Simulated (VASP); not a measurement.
# Br (I4/mmm) in VASP: single point with PBEsol

Aim: the single point of Br with PBEsol.

Program: VASP 6.6.1. These are calculated values, not measurements. Logs are shortened: lines on timing, memory, paths and dates and some standing lists are left out, and cuts for length are marked.

**1. The cell of the first run**

Symmetry: I4/mmm, No. 139, tetragonal system. The conventional cell has a = 2.847 Å, b = 2.847 Å, c = 7.155 Å, α = 90.00°, β = 90.00°, γ = 90.00°. Br (site symmetry 4/mmm) has 4 Br at 2.85 Å within 3.8 Å.

**2. Single point, PBEsol**

Input file INCAR:

```
SYSTEM = Br
ALGO = Normal
EDIFF = 1E-6
ENCUT = 520
GGA = PS
ISIF = 2
ISMEAR = -1
LASPH = .True.
LCHARG = .False.
LREAL = Auto
LWAVE = .False.
NBANDS = 78
NELM = 100
PREC = Accurate
SIGMA = 0.05
```

Input file KPOINTS:

```
Automatic mesh
0
Gamma
  2 2 2
  0.5 0.5 0.5
```

Input file POSCAR:

```
Br
1.0
   -2.8469834100      2.8469834100     -7.1550347400
    8.5409502300      0.0000000000      0.0000000000
    0.0000000000     -8.5409502300      0.0000000000
Br
18
Direct
    0.5000000000      0.0000000000      0.6666666667
    0.0000000000      0.0000000000      0.6666666667
    0.5000000000      0.3333333333      0.6666666667
    0.0000000000      0.3333333333      0.6666666667
    0.5000000000      0.6666666667      0.6666666667
    0.0000000000      0.6666666667      0.6666666667
    0.5000000000      0.0000000000      0.3333333333
    0.0000000000      0.0000000000      0.3333333333
    0.5000000000      0.3333333333      0.3333333333
    0.0000000000      0.3333333333      0.3333333333
    0.5000000000      0.6666666667      0.3333333333
    0.0000000000      0.6666666667      0.3333333333
    0.5000000000      0.0000000000      0.0000000000
    0.0000000000      0.0000000000      0.0000000000
    0.5000000000      0.3333333333      0.0000000000
    0.0000000000      0.3333333333      0.0000000000
    0.5000000000      0.6666666667      0.0000000000
    0.0000000000      0.6666666667      0.0000000000
```

Potentials or basis: VASP PAW PBE potentials, release 64 (Br).

Command:

```
cat potpaw_PBE.64/Br/POTCAR > POTCAR
mpirun -np 1 vasp_std > vasp.out
```

OUTCAR:

```text
SYSTEM = Br
   EDIFF = 1E-6
   ENCUT = 520
   GGA = PS
   ISIF = 2
   ISMEAR = -1
   LASPH = .True.
   LREAL = Auto
   NELM = 100
   PREC = Accurate

 ion  position               nearest neighbor table
   1  0.500  0.000  0.667-
   2  0.000  0.000  0.667-
   3  0.500  0.333  0.667-
   4  0.000  0.333  0.667-
   5  0.500  0.667  0.667-
   6  0.000  0.667  0.667-
[... 10 lines left out ...]
  17  0.500  0.667  0.000-
  18  0.000  0.667  0.000-

  LATTYP: Found a base centered monoclinic cell.
 ALAT       =    12.0787276508
 B/A-ratio  =     1.0000000000
 C/A-ratio  =     0.6797126533
 COS(beta)  =    -0.4904033075

  Lattice vectors:

 A1 = (   8.5409502300,   0.0000000000,   0.0000000000)
 A2 = (   0.0000000000,  -8.5409502300,   0.0000000000)
 A3 = (  -2.8469834100,   2.8469834100,  -7.1550347400)

Analysis of symmetry for initial positions (statically):
=====================================================================
 Subroutine PRICEL returns following result:

  LATTYP: Found a body centered tetragonal cell.
 ALAT       =     2.8469834097
 C/A-ratio  =     2.5131986072

  Lattice vectors:

 A1 = (  -1.4234917050,  -1.4234917047,  -3.5775173700)
 A2 = (   1.4234917047,   1.4234917050,  -3.5775173700)
 A3 = (   1.4234917050,  -1.4234917050,   3.5775173700)

  18 primitive cells build up your supercell.

 Routine SETGRP: Setting up the symmetry group for a
 base centered monoclinic supercell.

 Subroutine GETGRP returns: Found  4 space group operations
 (whereof  4 operations were pure point group operations)
 out of a pool of  4 trial point group operations.

The static configuration has the point symmetry C_2h.

Analysis of symmetry for dynamics (positions and initial velocities):
=====================================================================
 Subroutine PRICEL returns following result:

  LATTYP: Found a body centered tetragonal cell.
 ALAT       =     2.8469834097
 C/A-ratio  =     2.5131986072

  Lattice vectors:

 A1 = (  -1.4234917050,  -1.4234917047,  -3.5775173700)
 A2 = (   1.4234917047,   1.4234917050,  -3.5775173700)
 A3 = (   1.4234917050,  -1.4234917050,   3.5775173700)

  18 primitive cells build up your supercell.

 Routine SETGRP: Setting up the symmetry group for a
 base centered monoclinic supercell.

 Subroutine GETGRP returns: Found  4 space group operations
 (whereof  4 operations were pure point group operations)
 out of a pool of  4 trial point group operations.

The dynamic configuration has the point symmetry C_2h.

 Subroutine INISYM returns: Found  4 space group operations
 (whereof  4 operations are pure point group operations),
 and found    18 'primitive' translations

----------------------------------------------------------------------------------------

                                     Primitive cell

  volume of cell :      28.9969

  direct lattice vectors                    reciprocal lattice vectors
    -1.423491705 -1.423491705 -3.577517370     0.000000000 -0.351248973 -0.139761725
     1.423491705  1.423491705 -3.577517370     0.351248973  0.000000000 -0.139761725
     1.423491705 -1.423491705  3.577517370     0.351248973 -0.351248973 -0.000000000

  length of vectors
     4.105032010  4.105032010  4.105032010     0.378033307  0.378033307  0.496741062

  position of ions in fractional coordinates (direct lattice)
     0.000000000  1.000000000  0.000000000

  ion indices of the primitive-cell ions
   primitive index   ion index
                 1           1

----------------------------------------------------------------------------------------

 KPOINTS: Automatic mesh

Automatic generation of k-mesh.
 Grid dimensions read from file:
 generate k-points for:    2    2    2

 Generating k-lattice:

  Cartesian coordinates                     Fractional coordinates (reciprocal lattice)
     0.000000000  0.000000000 -0.069880863     0.500000000  0.000000000  0.000000000
     0.058541496  0.000000000 -0.023293621     0.000000000  0.500000000  0.000000000
     0.000000000 -0.058541496 -0.023293621     0.000000000  0.000000000  0.500000000

  Length of vectors
     0.069880863  0.063005551  0.063005551

  Shift w.r.t. Gamma in fractional coordinates (k-lattice)
     0.500000000  0.500000000  0.500000000

 Subroutine IBZKPT returns following result:
 ===========================================

 Found      3 irreducible k-points:

 Following reciprocal coordinates:
            Coordinates               Weight
  0.250000  0.250000  0.250000      2.000000
 -0.250000  0.250000  0.250000      2.000000
  0.250000 -0.250000  0.250000      4.000000
   k-points           NKPTS =      3   k-points in BZ     NKDIM =      3   number of bands    NBANDS=     78
   number of dos      NEDOS =    301   number of ions     NIONS =     18
   total plane-waves  NPLWV = 262144
   dimension x,y,z NGX =    64 NGY =   64 NGZ =   64
   dimension x,y,z NGXF=   128 NGYF=  128 NGZF=  128
   ions per type =              18
   NGX,Y,Z   is equivalent  to a cutoff of  12.96, 12.46, 12.46 a.u.
   NGXF,Y,Z  is equivalent  to a cutoff of  25.92, 24.91, 24.91 a.u.
 SYSTEM =  Br
   PREC   = accura    normal or accurate (medium, high low for compatibility)
   ISTART =      0    job   : 0-new  1-cont  2-samecut
   ICHARG =      2    charge: 1-file 2-atom 10-const
   ISPIN  =      1    spin polarized calculation?
   LNONCOLLINEAR =      F non collinear calculations
   LSORBIT =      F    spin-orbit coupling
   LASPH  =      T    aspherical Exc in radial PAW
   ENCUT  =  520.0 eV  38.22 Ry    6.18 a.u.  15.27 15.88 15.88*2*pi/ulx,y,z
   NELM   =    100;   NELMIN=  2; NELMDL= -5     # of ELM steps
   EDIFF  = 0.1E-05   stopping-criterion for ELM
   LREAL  =      T    real-space projection
   EDIFFG = 0.1E-04   stopping-criterion for IOM
   NSW    =      0    number of steps for IOM
   IBRION =     -1    ionic relax: 0-MD 1-quasi-New 2-CG
   NFREE  =      0    steps in history (QN), initial steepest desc. (CG)
   ISIF   =      2    stress and relaxation
   ISYM   =      2    0-nonsym 1-usesym 2-fastsym
   POTIM  = 0.5000    time-step for ionic-motion
   TEBEG  =    0.0;   TEEND  =   0.0 temperature during run
   PSTRESS=    0.0 pullay stress
   NELECT =     126.0000    total number of electrons
   NUPDOWN=      -1.0000    fix difference up-down
   EMIN   =  10.00;   EMAX   =-10.00  energy-range for DOS
   EFERMI =   0.00;   METHOD = LEGACY
   ISMEAR =    -1;   SIGMA  =   0.05  broadening in eV -4-tet -1-fermi 0-gaus
   EFERMI_NEDOS =   21; number of points for ismear=-14 and -15
   IALGO  =     38    algorithm
   IMIX   =      4    mixing-type and parameters
     AMIX     =   0.40;   BMIX     =  1.00
     AMIX_MAG =   1.60;   BMIX_MAG =  1.00
  volume/ion in A,a.u.               =      29.00       195.68
  Fermi-wavevector in a.u.,A,eV,Ry     =   1.019351  1.926294 14.137486  1.039076
  Thomas-Fermi vector in A             =   2.152860
   LORBIT       =      0    0 simple, 1 ext, 2 COOP (PROOUT), +10 PAW based schemes
   GGA     = PS    functional components
   LHFCALC =     F    Hartree Fock is set to
   AEXX    =    0.0000 exact exchange contribution
   IVDW    =     0    specifies the selected vdW correction
   LEPSILON=     F    determine dielectric tensor
   LRPA    =     F    only Hartree local field effects (RPA)
 non-spin polarized calculation
  energy-cutoff  :      520.00
  volume of cell :      521.94
 maximum number of plane-waves:     14075
 NGX is ok and might be reduce to    64
   NGX = 31   NGY = 31   NGZ = 31

 number of electron     125.9999987 magnetization

 Free energy of the ion-electron system (eV)
  ---------------------------------------------------
  ext. energy  EPLUGINS =         0.00000000
  ---------------------------------------------------
  free energy    TOTEN  =       -29.99895105 eV

  energy without entropy =      -29.81321836  energy(sigma->0) =      -29.90608470

 E-fermi :   1.6282     XC(G=0):  -8.8428

 val. band max:        1.6061633545   @ k =  -0.2500   0.2500   0.2500
 cond. band min:       1.6334882505   @ k =   0.2500  -0.2500   0.2500
 fundamental gap:      0.0273248960
 Fermi energy:         1.6281829553

 k-point     1 :       0.2500    0.2500    0.2500
  band No.  band energies     occupation
      1     -14.6890      2.00000
      2     -14.6268      2.00000
      3     -14.1704      2.00000
      4     -14.1704      2.00000
      5     -13.9731      2.00000
      6     -13.9731      2.00000
[... 67 lines left out ...]
     74       7.3711      0.00000
     75       8.0356      0.00000

 k-point     2 :      -0.2500    0.2500    0.2500
  band No.  band energies     occupation
      1     -14.7712      2.00000
      2     -14.5390      2.00000
      3     -14.1001      2.00000
      4     -14.1001      2.00000
      5     -14.0473      2.00000
      6     -14.0473      2.00000
[... 67 lines left out ...]
     74       7.4843      0.00000
     75       7.4881      0.00000

 k-point     3 :       0.2500   -0.2500    0.2500
  band No.  band energies     occupation
      1     -14.7414      2.00000
      2     -14.5716      2.00000
      3     -14.1704      2.00000
      4     -14.1001      2.00000
      5     -14.0473      2.00000
      6     -13.9731      2.00000
[... 67 lines left out ...]
     74       7.4240      0.00000
     75       7.6662      0.00000
 [bands above 75 left out]

------------------------ aborting loop because EDIFF is reached ----------------------------------------

  FORCE on cell =-STRESS in cart. coord.  units (eV):
  Direction    XX          YY          ZZ          XY          YZ          ZX
  --------------------------------------------------------------------------------------
  -------------------------------------------------------------------------------------
  Total       -3.6640608     -3.6640608      0.1347022      0.0342900      0.0043602     -0.0043603
  in kB      -11.2473219    -11.2473219      0.4134863      0.1052578      0.0133841     -0.0133844
  external PRESSURE =      -7.3603858 kB  Pullay stress =       0.0000000 kB

 VOLUME and BASIS-vectors are now :
 -----------------------------------------------------------------------------
  energy-cutoff  :      520.00
  volume of cell :      521.94
      direct lattice vectors                 reciprocal lattice vectors
    -2.846983410  2.846983410 -7.155034740     0.000000000  0.000000000 -0.139761725
     8.540950230  0.000000000  0.000000000     0.117082991  0.000000000 -0.046587242
     0.000000000 -8.540950230  0.000000000     0.000000000 -0.117082991 -0.046587242

 POSITION                                       TOTAL-FORCE (eV/Angst)
 -----------------------------------------------------------------------------------
     -1.42349     -4.27048     -3.57752         0.000000      0.000000     -0.000000
      0.00000     -5.69397      0.00000        -0.000000     -0.000000     -0.000000
      1.42349     -4.27048     -3.57752        -0.000000     -0.000000      0.000000
      2.84698     -5.69397      0.00000        -0.000000     -0.000000     -0.000000
      4.27048     -4.27048     -3.57752         0.000000     -0.000000     -0.000000
      5.69397     -5.69397      0.00000        -0.000000     -0.000000     -0.000000
[... 10 lines left out ...]
      4.27048      1.42349     -3.57752         0.000000      0.000000     -0.000000
      5.69397      0.00000      0.00000         0.000000      0.000000      0.000000
 -----------------------------------------------------------------------------------
    total drift:                                0.000000     -0.000000     -0.000000

  FREE ENERGIE OF THE ION-ELECTRON SYSTEM (eV)
  ---------------------------------------------------
  free  energy   TOTEN  =       -29.9989510498 eV

  energy  without entropy=      -29.8132183562  energy(sigma->0) =      -29.90608470
```

Run time: 6.2 min. Hardware: 1 thread of Oxide Virtual Turin-like, shared host; peak memory 0.5 GiB.

What came out:

- Free energy: -29.9990 eV
- Pressure: -0.7 GPa
- Band gap on the k mesh: zero (bands 63 and 64 overlap by 0.02 eV)

Caveat: the k points lie up to 0.44 Å⁻¹ apart; the PAW data sets were made with another functional, which shifts forces and pressure a little; this functional lacks dispersion, which binds the layers, so the pressure and a relaxed spacing across them are unreliable.
